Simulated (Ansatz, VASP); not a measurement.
**Two plane-wave programs on As**

```
CELL_PARAMETERS angstrom
1.88080 1.08588 3.51406
-1.88080 1.08588 3.51406
0.00000 -2.17176 3.51406
ATOMIC_POSITIONS crystal
As 0.22600 0.22600 0.22600
As 0.77400 0.77400 0.77400
```

Alike in both runs: task single point; functional PBE; k mesh 9 × 9 × 9; occupations gaussian, width 0.013 eV; no spin polarisation.

|  | VASP | Ansatz |
| --- | --- | --- |
| version | VASP 6.6.1 | Ansatz 0.2.0 |
| potentials or method | VASP PAW PBE potentials, release 64 (As) | Ansatz PAW |
| plane-wave cutoff (eV) | 520 | 420 |
| valence electrons in the cell | 10 | 30 |

```csv
,VASP,Ansatz,Ansatz less VASP
gap on the k mesh at the Fermi level (eV),none,none,-
pressure (GPa),4.1,3.7,-0.32
"traceless stress, the component that is largest in VASP (GPa)",-0.40,-0.30,+0.100
rms of the force components (eV/Å),0.284,0.249,-0.0351
```

Atom by atom the forces differ by 0.035 eV/Å (rms over components). A gap of «none» marks a metal or a gap that the smearing closes. VASP's potentials hold 10 valence electrons a cell and Ansatz's 30, so a difference there can come from the potentials and not from the codes.
